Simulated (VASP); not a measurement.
# GaAs in VASP: single point with LDA

Aim: the single point of GaAs with LDA.

Program: VASP 6.6.1. These are calculated values, not measurements. Logs are shortened: lines on timing, memory, paths and dates and some standing lists are left out, and cuts for length are marked.

## (1) The cell of the first run

The cell holds a slab with vacuum, 12 atoms: a = 3.962 Å, b = 5.603 Å, c = 24.905 Å, α = 90.00°, β = 90.00°, γ = 90.00°.

## (2) Single point, LDA

Contents of INCAR:

```
  PREC = Accurate
  ENCUT = 520
  EDIFF = 1E-6
  ISMEAR = 0
  SIGMA = 0.05
  LREAL = False
  LASPH = True
  NELM = 80
  ALGO = Normal
  ISIF = 2
  LWAVE = False
  LCHARG = False
  LDIPOL = True
  IDIPOL = 3
  DIPOL = 0.5 0.5 0.500
  NBANDS = 66
```

Contents of KPOINTS:

```
regular mesh
0
Gamma
  9 6 1
```

Contents of POSCAR:

```
GaAs
1.0
    3.9621891203      0.0000000000      0.0000000000
    0.0000000000      5.6033815906      0.0000000000
    0.0000000000      0.0000000000     24.9054728007
Ga As
6 6
Direct
    0.5000000000      0.5000000000      0.3011386317
    0.0000000000      0.0000000000      0.3806831790
    0.5000000000      0.5000000000      0.4602277263
    0.0000000000      0.0000000000      0.5397722737
    0.5000000000      0.5000000000      0.6193168210
    0.0000000000      0.0000000000      0.6988613683
    0.0000000000      0.2500000000      0.3011386317
    0.5000000000      0.7500000000      0.3806831790
    0.0000000000      0.2500000000      0.4602277263
    0.5000000000      0.7500000000      0.5397722737
    0.0000000000      0.2500000000      0.6193168210
    0.5000000000      0.7500000000      0.6988613683
```

Potentials or basis: VASP PAW LDA potentials, release 64 (Ga_d, As).

The run is started by

```bash
cat potpaw_LDA.64/Ga_d/POTCAR potpaw_LDA.64/As/POTCAR > POTCAR
mpirun -np 1 vasp_std > vasp.out
```

OUTCAR:

```text
PREC = Accurate
   ENCUT = 520
   EDIFF = 1E-6
   ISMEAR = 0
   LREAL = False
   LASPH = True
   NELM = 80
   ISIF = 2

 ion  position               nearest neighbor table
   1  0.500  0.500  0.301-   8 2.43   7 2.43   7 2.43
   2  0.000  0.000  0.381-   9 2.43   7 2.43   8 2.43   8 2.43
   3  0.500  0.500  0.460-   8 2.43   9 2.43   9 2.43  10 2.43
   4  0.000  0.000  0.540-  11 2.43  10 2.43  10 2.43   9 2.43
   5  0.500  0.500  0.619-  10 2.43  12 2.43  11 2.43  11 2.43
   6  0.000  0.000  0.699-  11 2.43  12 2.43  12 2.43
   7  0.000  0.250  0.301-   2 2.43   1 2.43   1 2.43
   8  0.500  0.750  0.381-   3 2.43   1 2.43   2 2.43   2 2.43
   9  0.000  0.250  0.460-   2 2.43   3 2.43   3 2.43   4 2.43
  10  0.500  0.750  0.540-   5 2.43   4 2.43   4 2.43   3 2.43
  11  0.000  0.250  0.619-   4 2.43   6 2.43   5 2.43   5 2.43
  12  0.500  0.750  0.699-   5 2.43   6 2.43   6 2.43

  LATTYP: Found a simple orthorhombic cell.
 ALAT       =     3.9621891203
 B/A-ratio  =     1.4142135624
 C/A-ratio  =     6.2857859745

  Lattice vectors:

 A1 = (   3.9621891203,   0.0000000000,   0.0000000000)
 A2 = (   0.0000000000,   5.6033815906,   0.0000000000)
 A3 = (   0.0000000000,   0.0000000000,  24.9054728007)

Analysis of symmetry for initial positions (statically):
=====================================================================
 Subroutine PRICEL returns:
 Original cell was already a primitive cell.

 Routine SETGRP: Setting up the symmetry group for a
 simple orthorhombic supercell.

 Subroutine GETGRP returns: Found  4 space group operations
 (whereof  2 operations were pure point group operations)
 out of a pool of  8 trial point group operations.

The static configuration has the point symmetry C_1h.
 The point group associated with its full space group is C_2v.

Analysis of symmetry for dynamics (positions and initial velocities):
=====================================================================
 Subroutine PRICEL returns:
 Original cell was already a primitive cell.

 Routine SETGRP: Setting up the symmetry group for a
 simple orthorhombic supercell.

 Subroutine GETGRP returns: Found  4 space group operations
 (whereof  2 operations were pure point group operations)
 out of a pool of  8 trial point group operations.

The dynamic configuration has the point symmetry C_1h.
 The point group associated with its full space group is C_2v.

 Subroutine INISYM returns: Found  4 space group operations
 (whereof  2 operations are pure point group operations),
 and found     1 'primitive' translations

----------------------------------------------------------------------------------------

                                     Primitive cell

  volume of cell :     552.9428

  direct lattice vectors                    reciprocal lattice vectors
     3.962189120  0.000000000  0.000000000     0.252385732  0.000000000  0.000000000
     0.000000000  5.603381591  0.000000000     0.000000000  0.178463662  0.000000000
     0.000000000  0.000000000 24.905472801     0.000000000  0.000000000  0.040151818

  length of vectors
     3.962189120  5.603381591 24.905472801     0.252385732  0.178463662  0.040151818

  position of ions in fractional coordinates (direct lattice)
     0.500000000  0.500000000  0.301138632
     0.000000000  0.000000000  0.380683179
     0.500000000  0.500000000  0.460227726
     0.000000000  0.000000000  0.539772274
     0.500000000  0.500000000  0.619316821
     0.000000000  0.000000000  0.698861368
     0.000000000  0.250000000  0.301138632
     0.500000000  0.750000000  0.380683179
     0.000000000  0.250000000  0.460227726
     0.500000000  0.750000000  0.539772274
     0.000000000  0.250000000  0.619316821
     0.500000000  0.750000000  0.698861368

  ion indices of the primitive-cell ions
   primitive index   ion index
                 1           1
                 2           2
                 3           3
                 4           4
                 5           5
                 6           6
                 7           7
                 8           8
                 9           9
                10          10
                11          11
                12          12

----------------------------------------------------------------------------------------

 KPOINTS: regular mesh

Automatic generation of k-mesh.
 Grid dimensions read from file:
 generate k-points for:    9    6    1

 Generating k-lattice:

  Cartesian coordinates                     Fractional coordinates (reciprocal lattice)
     0.028042859  0.000000000  0.000000000     0.111111111  0.000000000  0.000000000
     0.000000000  0.029743944  0.000000000     0.000000000  0.166666667  0.000000000
     0.000000000  0.000000000  0.040151818     0.000000000  0.000000000  1.000000000

  Length of vectors
     0.028042859  0.029743944  0.040151818

  Shift w.r.t. Gamma in fractional coordinates (k-lattice)
     0.000000000  0.000000000  0.000000000

 Subroutine IBZKPT returns following result:
 ===========================================

 Found     20 irreducible k-points:

 Following reciprocal coordinates:
            Coordinates               Weight
  0.000000  0.000000  0.000000      1.000000
  0.111111  0.000000  0.000000      2.000000
  0.222222  0.000000  0.000000      2.000000
  0.333333  0.000000  0.000000      2.000000
  0.444444  0.000000  0.000000      2.000000
  0.000000  0.166667  0.000000      2.000000
[... 12 lines left out ...]
  0.333333  0.500000  0.000000      2.000000
  0.444444  0.500000  0.000000      2.000000
   k-points           NKPTS =     20   k-points in BZ     NKDIM =     20   number of bands    NBANDS=     66
   number of dos      NEDOS =    301   number of ions     NIONS =     12
   total plane-waves  NPLWV = 241920
   dimension x,y,z NGX =    30 NGY =   42 NGZ =  192
   dimension x,y,z NGXF=    60 NGYF=   84 NGZF=  384
   ions per type =               6   6
   NGX,Y,Z   is equivalent  to a cutoff of  12.59, 12.46, 12.82 a.u.
   NGXF,Y,Z  is equivalent  to a cutoff of  25.17, 24.92, 25.63 a.u.
 SYSTEM =  unknown system
   PREC   = accura    normal or accurate (medium, high low for compatibility)
   ISTART =      0    job   : 0-new  1-cont  2-samecut
   ICHARG =      2    charge: 1-file 2-atom 10-const
   ISPIN  =      1    spin polarized calculation?
   LNONCOLLINEAR =      F non collinear calculations
   LSORBIT =      F    spin-orbit coupling
   LASPH  =      T    aspherical Exc in radial PAW
   ENCUT  =  520.0 eV  38.22 Ry    6.18 a.u.   7.37 10.42 46.31*2*pi/ulx,y,z
   NELM   =     80;   NELMIN=  2; NELMDL= -5     # of ELM steps
   EDIFF  = 0.1E-05   stopping-criterion for ELM
   LREAL  =      F    real-space projection
   EDIFFG = 0.1E-04   stopping-criterion for IOM
   NSW    =      0    number of steps for IOM
   IBRION =     -1    ionic relax: 0-MD 1-quasi-New 2-CG
   NFREE  =      0    steps in history (QN), initial steepest desc. (CG)
   ISIF   =      2    stress and relaxation
   ISYM   =      2    0-nonsym 1-usesym 2-fastsym
   POTIM  = 0.5000    time-step for ionic-motion
   TEBEG  =    0.0;   TEEND  =   0.0 temperature during run
   PSTRESS=    0.0 pullay stress
   NELECT =     108.0000    total number of electrons
   NUPDOWN=      -1.0000    fix difference up-down
   EMIN   =  10.00;   EMAX   =-10.00  energy-range for DOS
   EFERMI =   0.00;   METHOD = LEGACY
   ISMEAR =     0;   SIGMA  =   0.05  broadening in eV -4-tet -1-fermi 0-gaus
   EFERMI_NEDOS =   21; number of points for ismear=-14 and -15
   IALGO  =     38    algorithm
   IMIX   =      4    mixing-type and parameters
     AMIX     =   0.40;   BMIX     =  1.00
     AMIX_MAG =   1.60;   BMIX_MAG =  1.00
  volume/ion in A,a.u.               =      46.08       310.95
  Fermi-wavevector in a.u.,A,eV,Ry     =   0.949852  1.794960 12.275437  0.902219
  Thomas-Fermi vector in A             =   2.078174
   LORBIT       =      0    0 simple, 1 ext, 2 COOP (PROOUT), +10 PAW based schemes
   GGA     = CA    functional components
   LHFCALC =     F    Hartree Fock is set to
   AEXX    =    0.0000 exact exchange contribution
   IVDW    =     0    specifies the selected vdW correction
   LEPSILON=     F    determine dielectric tensor
   LRPA    =     F    only Hartree local field effects (RPA)
 non-spin polarized calculation
 Gauss-broadening in eV      SIGMA  =   0.05
  energy-cutoff  :      520.00
  volume of cell :      552.94
 maximum number of plane-waves:     14935
 NGX is ok and might be reduce to    30
   NGX = 15   NGY = 21   NGZ = 93

 number of electron     107.9999979 magnetization

 dipolmoment           0.000000      0.000000      0.000000 electrons x Angstroem

 Free energy of the ion-electron system (eV)
  ---------------------------------------------------
  ext. energy  EPLUGINS =         0.00000000
  ---------------------------------------------------
  free energy    TOTEN  =       -54.24757766 eV

  energy without entropy =      -54.24757766  energy(sigma->0) =      -54.24757766

 E-fermi :  -0.4991     XC(G=0):  -5.4479

 val. band max:       -0.6996798896   @ k =   0.0000   0.0000   0.0000
 cond. band min:      -0.2979862861   @ k =   0.0000   0.0000   0.0000
 fundamental gap:      0.4016936035
 Fermi energy:        -0.4991299209

 k-point     1 :       0.0000    0.0000    0.0000
  band No.  band energies     occupation
      1     -15.8028      2.00000
      2     -15.7936      2.00000
      3     -15.7761      2.00000
      4     -15.7573      2.00000
      5     -15.7569      2.00000
      6     -15.7354      2.00000
[... 58 lines left out ...]
     65       3.3584      0.00000
     66       3.4099      0.00000

 k-point     2 :       0.1111    0.0000    0.0000
  band No.  band energies     occupation
      1     -15.8006      2.00000
      2     -15.7937      2.00000
      3     -15.7783      2.00000
      4     -15.7559      2.00000
      5     -15.7553      2.00000
      6     -15.7391      2.00000
[... 58 lines left out ...]
     65       3.1102      0.00000
     66       3.4283      0.00000

 k-point     3 :       0.2222    0.0000    0.0000
  band No.  band energies     occupation
      1     -15.7954      2.00000
      2     -15.7950      2.00000
      3     -15.7844      2.00000
      4     -15.7539      2.00000
      5     -15.7519      2.00000
      6     -15.7483      2.00000
[... 1162 lines left out ...]
     65       4.2420      0.00000
     66       4.2424      0.00000

 k-point    20 :       0.4444    0.5000    0.0000
  band No.  band energies     occupation
      1     -15.7914      2.00000
      2     -15.7914      2.00000
      3     -15.7762      2.00000
      4     -15.7762      2.00000
      5     -15.7488      2.00000
      6     -15.7488      2.00000
[... 58 lines left out ...]
     65       4.1817      0.00000
     66       4.1827      0.00000

------------------------ aborting loop because EDIFF is reached ----------------------------------------

 vacuum level on the upper side and lower side of the slab       (xc-potential included)        -0.137        -0.137

  FORCE on cell =-STRESS in cart. coord.  units (eV):
  Direction    XX          YY          ZZ          XY          YZ          ZX
  --------------------------------------------------------------------------------------
  -------------------------------------------------------------------------------------
  Total       -1.7264450     -1.6910960      1.3051016      0.0000000      0.0000000      0.0000000
  in kB       -5.0024543     -4.9000292      3.7815922      0.0000000      0.0000000      0.0000000
  external PRESSURE =      -2.0402971 kB  Pullay stress =       0.0000000 kB

 VOLUME and BASIS-vectors are now :
 -----------------------------------------------------------------------------
  energy-cutoff  :      520.00
  volume of cell :      552.94
      direct lattice vectors                 reciprocal lattice vectors
     3.962189120  0.000000000  0.000000000     0.252385732  0.000000000  0.000000000
     0.000000000  5.603381591  0.000000000     0.000000000  0.178463662  0.000000000
     0.000000000  0.000000000 24.905472801     0.000000000  0.000000000  0.040151818

 POSITION                                       TOTAL-FORCE (eV/Angst)
 -----------------------------------------------------------------------------------
      1.98109      2.80169      7.50000         0.000000     -0.963047      1.256487
      0.00000      0.00000      9.48109         0.000000      0.255678      0.182442
      1.98109      2.80169     11.46219         0.000000     -0.184379      0.134430
      0.00000      0.00000     13.44328         0.000000     -0.184379     -0.134430
      1.98109      2.80169     15.42438         0.000000      0.255678     -0.182442
      0.00000      0.00000     17.40547         0.000000     -0.963047     -1.256487
      0.00000      1.40085      7.50000         0.000000      0.159135     -1.240677
      1.98109      4.20254      9.48109         0.000000      0.617578     -0.519651
      0.00000      1.40085     11.46219         0.000000      0.115034      0.136701
      1.98109      4.20254     13.44328         0.000000      0.115034     -0.136701
      0.00000      1.40085     15.42438         0.000000      0.617578      0.519651
      1.98109      4.20254     17.40547         0.000000      0.159135      1.240677
 -----------------------------------------------------------------------------------
    total drift:                                0.000000      0.000106      0.000000

  FREE ENERGIE OF THE ION-ELECTRON SYSTEM (eV)
  ---------------------------------------------------
  free  energy   TOTEN  =       -54.2475776592 eV

  energy  without entropy=      -54.2475776591  energy(sigma->0) =      -54.24757766

 vacuum level on the upper side and lower side of the slab         4.180         4.180
```

Run time: 28 min. Hardware: 1 thread of Oxide Virtual Turin-like, shared host; peak memory 0.71 GiB.

Results:

| Quantity | Value |
| --- | --- |
| Free energy | -54.2476 eV |
| Largest force | 1.583 eV/Å |
| Band gap on the k mesh | 0.40 eV |

Forces on the atoms (eV/Å):
```
Ga   0.000 -0.963  1.256
Ga   0.000  0.256  0.182
Ga   0.000 -0.184  0.134
Ga   0.000 -0.184 -0.134
Ga   0.000  0.256 -0.182
Ga   0.000 -0.963 -1.256
As   0.000  0.159 -1.241
As   0.000  0.618 -0.520
As   0.000  0.115  0.137
As   0.000  0.115 -0.137
As   0.000  0.618  0.520
As   0.000  0.159  1.241
```

Caveat: semilocal functionals underestimate gaps, and a narrow one can read as zero.
